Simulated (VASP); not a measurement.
# Al4N5 in VASP: notebook

The runs below take Al4N5 through single point, with PBE.

All numbers are computed with VASP 6.6.1; they aren't measurements. Logs are shortened: lines on timing, memory, paths and dates and some standing lists are left out, and cuts for length are marked.

### 1 The cell of the first run

The cell holds a slab with vacuum, 9 atoms: a = 3.130 Å, b = 3.130 Å, c = 25.062 Å, α = 90.00°, β = 90.00°, γ = 120.00°.

### 2 Single point, PBE, collinear spin

File INCAR:

```
ALGO     = Normal         # electronic algorithm
DIPOL    = 0.5 0.5 0.344
EDIFF    = 1E-6           # SCF threshold, eV
ENCUT    = 520            # plane-wave cutoff, eV
GGA      = PE             # functional
IDIPOL   = 3            
ISIF     = 2              # what is computed and relaxed
ISMEAR   = 0              # smearing method
ISPIN    = 2              # spin polarisation
LASPH    = True           # aspherical terms in the spheres
LCHARG   = False          # write CHGCAR
LDIPOL   = True         
LORBIT   = 11             # projections on sites
LREAL    = False          # projectors in reciprocal space
LWAVE    = False          # write WAVECAR
MAGMOM   = 0 0 0 0 3 0 0 0 0 # initial moments
NBANDS   = 32             # bands
NELM     = 150            # most SCF steps
PREC     = Accurate       # precision mode
SIGMA    = 0.05           # smearing width, eV
```

File KPOINTS:

```
k-points
0
Gamma
  9 9 1
```

File POSCAR:

```
Al4N5
1.0
    3.1297683445      0.0000000000      0.0000000000
   -1.5648841723      2.7104588943      0.0000000000
    0.0000000000      0.0000000000     25.0621509606
N Al
5 4
Direct
    0.3333333333      0.6666666667      0.1596032203
    0.6666666667      0.3333333333      0.2597004396
    0.3333333333      0.6666666667      0.3620561642
    0.6666666667      0.3333333333      0.4610505141
    0.8333333333      0.6666666667      0.5219883553
    0.6666666667      0.3333333333      0.1833176549
    0.3333333333      0.6666666667      0.2834148742
    0.6666666667      0.3333333333      0.3814237064
    0.3333333333      0.6666666667      0.4812895341
```

Potentials or basis: VASP PAW PBE potentials, release 64 (N, Al).

Command:

```bash
> cat potpaw_PBE.64/N/POTCAR potpaw_PBE.64/Al/POTCAR > POTCAR
> mpirun -np 1 vasp_std > vasp.out
```

OUTCAR:

```text
EDIFF = 1E-6
   ENCUT = 520
   GGA = PE
   ISIF = 2
   ISMEAR = 0
   ISPIN = 2
   LASPH = True
   LORBIT = 11
   LREAL = False
   NELM = 150
   PREC = Accurate

 ion  position               nearest neighbor table
   1  0.333  0.667  0.160-   6 1.90   6 1.90   6 1.90
   2  0.667  0.333  0.260-   7 1.90   7 1.90   7 1.90   6 1.91
   3  0.333  0.667  0.362-   8 1.87   8 1.87   8 1.87   7 1.97
   4  0.667  0.333  0.461-   5 1.77   9 1.88   9 1.88   9 1.88   8 2.00
   5  0.833  0.667  0.522-   4 1.77   9 1.87   9 1.87
   6  0.667  0.333  0.183-   1 1.90   1 1.90   1 1.90   2 1.91   7 3.09   7 3.09   7 3.09
   7  0.333  0.667  0.283-   2 1.90   2 1.90   2 1.90   3 1.97   8 3.05   8 3.05   8 3.05   6 3.09
                             6 3.09   6 3.09
   8  0.667  0.333  0.381-   3 1.87   3 1.87   3 1.87   4 2.00   7 3.05   7 3.05   7 3.05   9 3.09
                             9 3.09   9 3.09
   9  0.333  0.667  0.481-   5 1.87   5 1.87   4 1.88   4 1.88   4 1.88   8 3.09   8 3.09   8 3.09

  LATTYP: Found a hexagonal cell.
 ALAT       =     3.1297683445
 C/A-ratio  =     8.0076696426

  Lattice vectors:

 A1 = (   3.1297683445,   0.0000000000,   0.0000000000)
 A2 = (  -1.5648841723,   2.7104588943,   0.0000000000)
 A3 = (   0.0000000000,   0.0000000000,  25.0621509606)

Analysis of symmetry for initial positions (statically):
=====================================================================
 Subroutine PRICEL returns:
 Original cell was already a primitive cell.

 Routine SETGRP: Setting up the symmetry group for a
 hexagonal supercell.

 Subroutine GETGRP returns: Found  2 space group operations
 (whereof  2 operations were pure point group operations)
 out of a pool of 24 trial point group operations.

The static configuration has the point symmetry C_1h.

Analysis of symmetry for dynamics (positions and initial velocities):
=====================================================================
 Subroutine PRICEL returns:
 Original cell was already a primitive cell.

 Routine SETGRP: Setting up the symmetry group for a
 hexagonal supercell.

 Subroutine GETGRP returns: Found  2 space group operations
 (whereof  2 operations were pure point group operations)
 out of a pool of 24 trial point group operations.

The dynamic configuration has the point symmetry C_1h.

Analysis of structural, dynamic, and magnetic symmetry:
=====================================================================
 Subroutine PRICEL returns:
 Original cell was already a primitive cell.

 Routine SETGRP: Setting up the symmetry group for a
 hexagonal supercell.

 Subroutine GETGRP returns: Found  2 space group operations
 (whereof  2 operations were pure point group operations)
 out of a pool of 24 trial point group operations.

The overall configuration has the point symmetry C_1h.

 Subroutine INISYM returns: Found  2 space group operations
 (whereof  2 operations are pure point group operations),
 and found     1 'primitive' translations

----------------------------------------------------------------------------------------

                                     Primitive cell

  volume of cell :     212.6049

  direct lattice vectors                    reciprocal lattice vectors
     3.129768344  0.000000000  0.000000000     0.319512465  0.184470608  0.000000000
    -1.564884172  2.710458894  0.000000000     0.000000000  0.368941216  0.000000000
     0.000000000  0.000000000 25.062150961     0.000000000  0.000000000  0.039900805

  length of vectors
     3.129768344  3.129768345 25.062150961     0.368941216  0.368941216  0.039900805

  position of ions in fractional coordinates (direct lattice)
     0.333333333  0.666666667  0.159603220
     0.666666667  0.333333333  0.259700440
     0.333333333  0.666666667  0.362056164
     0.666666667  0.333333333  0.461050514
     0.833333333  0.666666667  0.521988355
     0.666666667  0.333333333  0.183317655
     0.333333333  0.666666667  0.283414874
[... 77 lines left out ...]
   ISTART =      0    job   : 0-new  1-cont  2-samecut
   ICHARG =      2    charge: 1-file 2-atom 10-const
   ISPIN  =      2    spin polarized calculation?
   LNONCOLLINEAR =      F non collinear calculations
   LSORBIT =      F    spin-orbit coupling
   LASPH  =      T    aspherical Exc in radial PAW
   ENCUT  =  520.0 eV  38.22 Ry    6.18 a.u.   5.82  5.82 46.60*2*pi/ulx,y,z
   NELM   =    150;   NELMIN=  2; NELMDL= -5     # of ELM steps
   EDIFF  = 0.1E-05   stopping-criterion for ELM
   LREAL  =      F    real-space projection
   EDIFFG = 0.1E-04   stopping-criterion for IOM
   NSW    =      0    number of steps for IOM
   IBRION =     -1    ionic relax: 0-MD 1-quasi-New 2-CG
   NFREE  =      0    steps in history (QN), initial steepest desc. (CG)
   ISIF   =      2    stress and relaxation
   ISYM   =      2    0-nonsym 1-usesym 2-fastsym
   POTIM  = 0.5000    time-step for ionic-motion
   TEBEG  =    0.0;   TEEND  =   0.0 temperature during run
   PSTRESS=    0.0 pullay stress
   NELECT =      37.0000    total number of electrons
   NUPDOWN=      -1.0000    fix difference up-down
   EMIN   =  10.00;   EMAX   =-10.00  energy-range for DOS
   EFERMI =   0.00;   METHOD = LEGACY
   ISMEAR =     0;   SIGMA  =   0.05  broadening in eV -4-tet -1-fermi 0-gaus
   EFERMI_NEDOS =   21; number of points for ismear=-14 and -15
   IALGO  =     38    algorithm
   IMIX   =      4    mixing-type and parameters
     AMIX     =   0.40;   BMIX     =  1.00
     AMIX_MAG =   1.60;   BMIX_MAG =  1.00
  volume/ion in A,a.u.               =      23.62       159.41
  Fermi-wavevector in a.u.,A,eV,Ry     =   0.914010  1.727228 11.366502  0.835414
  Thomas-Fermi vector in A             =   2.038588
   LORBIT       =     11    0 simple, 1 ext, 2 COOP (PROOUT), +10 PAW based schemes
   GGA     = PE    functional components
   LHFCALC =     F    Hartree Fock is set to
   AEXX    =    0.0000 exact exchange contribution
   IVDW    =     0    specifies the selected vdW correction
   LEPSILON=     F    determine dielectric tensor
   LRPA    =     F    only Hartree local field effects (RPA)
 spin polarized calculation
 Gauss-broadening in eV      SIGMA  =   0.05
  energy-cutoff  :      520.00
  volume of cell :      212.60
 maximum number of plane-waves:      5756
   NGX = 11   NGY = 11   NGZ = 93

 number of electron      36.9999995 magnetization       0.1236664

 dipolmoment           0.000000      0.000000      0.005624 electrons x Angstroem

 number of electron      36.9999995 magnetization      -0.1870024

 dipolmoment           0.000000      0.000000     -0.005177 electrons x Angstroem

 Free energy of the ion-electron system (eV)
  ---------------------------------------------------
  ext. energy  EPLUGINS =         0.00000000
  ---------------------------------------------------
  free energy    TOTEN  =       -61.73749080 eV

  energy without entropy =      -61.73169967  energy(sigma->0) =      -61.73459524

 E-fermi :  -0.8209     XC(G=0):  -5.2668

 val. band max:       -0.8258164800   @ k =   0.2222   0.1111   0.0000
 cond. band min:      -0.7993086592   @ k =   0.4444   0.3333   0.0000
 fundamental gap:      0.0265078208
 Fermi energy:        -0.8208867219

 spin component 1

 k-point     1 :       0.0000    0.0000    0.0000
  band No.  band energies     occupation
      1     -18.9892      1.00000
      2     -17.6429      1.00000
      3     -16.4863      1.00000
      4     -14.0624      1.00000
      5     -13.4293      1.00000
      6      -7.9016      1.00000
[... 781 lines left out ...]
     29       8.9909      0.00000
     30       9.0836      0.00000

 [... further k-points ...]

 spin component 2

 k-point     1 :       0.0000    0.0000    0.0000
  band No.  band energies     occupation
      1     -18.8574      1.00000
      2     -17.6374      1.00000
      3     -16.5427      1.00000
      4     -14.5763      1.00000
      5     -13.1478      1.00000
      6      -7.9127      1.00000
[... 781 lines left out ...]
     29       8.9023      0.00000
     30       9.1017      0.00000

 [... further k-points ...]

 [bands above 30 left out]

------------------------ aborting loop because EDIFF is reached ----------------------------------------

 vacuum level on the upper side and lower side of the slab       (xc-potential included)        -0.055         0.053

  FORCE on cell =-STRESS in cart. coord.  units (eV):
  Direction    XX          YY          ZZ          XY          YZ          ZX
  --------------------------------------------------------------------------------------
  -------------------------------------------------------------------------------------
  Total        5.5357851      1.9263893     -1.6435744     -0.0000000     -2.1562245      0.0000000
  in kB       41.7173240     14.5171474    -12.3858720     -0.0000000    -16.2491709      0.0000000
  external PRESSURE =      14.6161998 kB  Pullay stress =       0.0000000 kB

 VOLUME and BASIS-vectors are now :
 -----------------------------------------------------------------------------
  energy-cutoff  :      520.00
  volume of cell :      212.60
      direct lattice vectors                 reciprocal lattice vectors
     3.129768344  0.000000000  0.000000000     0.319512465  0.184470608  0.000000000
    -1.564884172  2.710458894  0.000000000     0.000000000  0.368941216  0.000000000
     0.000000000  0.000000000 25.062150961     0.000000000  0.000000000  0.039900805

 POSITION                                       TOTAL-FORCE (eV/Angst)
 -----------------------------------------------------------------------------------
     -0.00000      1.80697      4.00000        -0.000000      0.000410      2.303405
      1.56488      0.90349      6.50865         0.000000     -0.001811      1.402438
     -0.00000      1.80697      9.07391        -0.000000      0.109158     -0.725312
      1.56488      0.90349     11.55492         0.000000     -0.024687     -2.135420
      1.56488      1.80697     13.08215         0.000000     -0.909366     -0.880422
      1.56488      0.90349      4.59433        -0.000000      0.000130     -2.789004
     -0.00000      1.80697      7.10299        -0.000000      0.020791     -0.784341
      1.56488      0.90349      9.55930        -0.000000      0.326697      0.914256
     -0.00000      1.80697     12.06215        -0.000000      0.478678      2.694399
 -----------------------------------------------------------------------------------
    total drift:                               -0.000000     -0.000076      0.000118

  FREE ENERGIE OF THE ION-ELECTRON SYSTEM (eV)
  ---------------------------------------------------
  free  energy   TOTEN  =       -61.7374908035 eV

  energy  without entropy=      -61.7316996670  energy(sigma->0) =      -61.73459524

 vacuum level on the upper side and lower side of the slab         5.989         6.105

 total charge

# of ion       s       p       d       tot
------------------------------------------
    1        1.250   2.453   0.000   3.703
    2        1.229   2.613   0.000   3.842
    3        1.226   2.634   0.000   3.860
    4        1.236   2.588   0.000   3.824
    5        1.327   2.256   0.000   3.584
    6        0.369   0.430   0.000   0.799
    7        0.364   0.424   0.000   0.788
    8        0.365   0.426   0.000   0.791
    9        0.352   0.468   0.000   0.820
--------------------------------------------------
tot          7.719  14.292   0.000  22.012

 magnetization (x)

# of ion       s       p       d       tot
------------------------------------------
    1       -0.019  -0.321   0.000  -0.340
    2       -0.000  -0.024   0.000  -0.024
    3        0.000  -0.001   0.000  -0.001
    4        0.001   0.023   0.000   0.024
    5        0.007   0.245   0.000   0.251
    6        0.003  -0.000   0.000   0.003
    7       -0.001  -0.001   0.000  -0.003
    8       -0.000  -0.000   0.000  -0.000
    9        0.001   0.003   0.000   0.004
--------------------------------------------------
tot         -0.009  -0.077   0.000  -0.086
```

Run time: 33 min. Hardware: 1 thread of Intel Xeon 8259CL, shared host; peak memory 0.55 GiB.

Results:

| Item | Value |
| --- | --- |
| Free energy | -61.7375 eV |
| Largest force | 2.789 eV/Å |
| Net moment | -0.19 μB per cell |
| Site moments | N -0.34, -0.02, -0.00, +0.02, +0.25; Al +0.00, -0.00 (each value once) μB |
| Valence electrons inside the program's atomic spheres | N 3.70, 3.84, 3.86, 3.82, 3.58; Al 0.80, 0.79, 0.82 (each value once) |

Forces in eV/Å, atoms in the order of the input:
```
N    0.000  0.000  2.303
N    0.000 -0.002  1.402
N    0.000  0.109 -0.725
N    0.000 -0.025 -2.135
N    0.000 -0.909 -0.880
Al   0.000  0.000 -2.789
Al   0.000  0.021 -0.784
Al   0.000  0.327  0.914
Al   0.000  0.479  2.694
```

Levels at points of the mesh, in eV from the Fermi level:
Spin up:
```
           k point  band 15  band 16  band 17  band 18  band 19  band 20  band 21  band 22
(0.00, 0.00, 0.00)    -0.91    -0.83    -0.62    -0.10    -0.10     2.00     3.32     4.49
```
Spin down:
| k point | band 16 | band 17 | band 18 | band 19 | band 20 | band 21 | band 22 | band 23 |
| --- | --- | --- | --- | --- | --- | --- | --- | --- |
| (0.00, 0.00, 0.00) | -0.66 | -0.39 | -0.39 | -0.01 | 2.10 | 3.33 | 4.42 | 4.80 |

### 3 Single point, PBE, collinear spin

File INCAR:

```
PREC = Accurate
ENCUT = 520
EDIFF = 1E-6
ISMEAR = 0
SIGMA = 0.05
LREAL = F
LASPH = T
NELM = 150
ALGO = Normal
ISIF = 2
LWAVE = F
LCHARG = F
ISPIN = 2
MAGMOM = 0 0 0 0 3 0 0 0 0
LORBIT = 11
LDIPOL = T
IDIPOL = 3
DIPOL = 0.5 0.5 0.356
GGA = PE
NBANDS = 32
```

File KPOINTS:

```
regular mesh
0
Gamma
  9 9 1
```

Edit POSCAR of step 2 so:

```diff
@@ -12,3 +12,3 @@
     0.6666666667      0.3333333333      0.4610505141
-    0.8333333333      0.6666666667      0.5219883553
+    0.8333333333      0.6666666667      0.6277254887
     0.6666666667      0.3333333333      0.1833176549
```

Potentials or basis: VASP PAW PBE potentials, release 64 (N, Al).

Command:

```bash
> cat potpaw_PBE.64/N/POTCAR potpaw_PBE.64/Al/POTCAR > POTCAR
> mpirun -np 1 vasp_std > vasp.out
```

Run time: 13 min. Hardware: 1 thread of Intel Xeon Platinum 8259CL at 2.50GHz (Skylake/Cascade Lake), shared host; peak memory 0.54 GiB.

The run converged. Its results:

* Free energy: -58.9752 eV
* Largest force: 2.699 eV/Å
* Net moment: 2.52 μB per cell
* Site moments: N +0.02, -0.00, -0.01, -0.06, +1.88; Al +0.00, -0.00, -0.01, -0.04 μB
* Valence electrons inside the program's atomic spheres: N 3.70, 3.84, 3.86, 3.29 (each value once); Al 0.80, 0.79, 0.76 (each value once)

Forces in eV/Å, atoms in the order of the input:
```
N    0.000  0.000  2.062
N    0.000  0.000  2.013
N    0.000  0.001  0.044
N    0.000  0.000  0.086
N    0.000  0.005 -0.339
Al   0.000  0.000 -2.699
Al   0.000  0.000 -1.410
Al   0.000  0.000  0.037
Al   0.000 -0.007  0.205
```

Levels at points of the mesh, in eV from the Fermi level:
Spin up:
```
           k point  band 17  band 18  band 19  band 20  band 21  band 22  band 23  band 24
(0.00, 0.00, 0.00)    -1.32    -0.81     0.01     0.07     0.07     2.81     3.78     4.52
```
Spin down:
| k point | band 13 | band 14 | band 15 | band 16 | band 17 | band 18 | band 19 | band 20 | band 21 | band 22 |
| --- | --- | --- | --- | --- | --- | --- | --- | --- | --- | --- |
| (0.00, 0.00, 0.00) | -1.99 | -1.99 | -1.35 | -0.62 | 0.14 | 0.14 | 0.98 | 2.77 | 3.14 | 3.19 |
